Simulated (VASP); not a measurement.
ZnCdO:

```
CELL_PARAMETERS angstrom
3.66758 0.00000 0.00000
0.00000 3.66758 0.00000
0.00000 0.00000 7.17928
ATOMIC_POSITIONS crystal
Zn 0.50000 0.50000 0.00000
Zn 0.50000 0.50000 0.50000
Cd 0.00000 0.00000 0.25000
Cd 0.00000 0.00000 0.75000
O 0.00000 0.50000 0.00000
O 0.50000 0.00000 0.50000
```

```yaml
Program: VASP 6.6.1
Task: relaxation of cell and atoms
Functional: PBE
Potentials_or_basis: VASP PAW PBE potentials, release 64 (Zn, Cd, O)
Cutoff: 600 eV
k_mesh: 6 × 6 × 4
Occupations: gaussian, width 0.1 eV
Spin: no spin polarisation
```

At the start: pressure 8.5 GPa; volume 16.09 Å³/atom.

How do energy, volume and symmetry change on relaxing?

Over 3 steps the energy falls by 42.1 meV/atom and the volume is 17.77 Å³/atom (+10.4 %); space group P4_2/mmc (No. 131, to 0.05 Å).

The path:
| step | energy change (eV) | largest force (eV/Å) | pressure (GPa) | volume (Å³) |
| --- | --- | --- | --- | --- |
| 1 | 0.0000 | 0.0000 | 8.53 | 96.57 |
| 2 | -0.2419 | 0.0000 | -1.34 | 109.04 |
| 3 | -0.2527 | 0.0000 | 0.06 | 106.62 |

Final structure:
```xyz
6
Lattice="3.8081 0.0000 0.0000 0.0000 3.8081 0.0000 0.0000 0.0000 7.3524" Properties=species:S:1:pos:R:3 pbc="T T T"
Zn    1.9040    1.9040    0.0000
Zn    1.9040    1.9040    3.6762
Cd    0.0000    0.0000    1.8381
Cd    0.0000    0.0000    5.5143
O     0.0000    1.9040    0.0000
O     1.9040    0.0000    3.6762
```
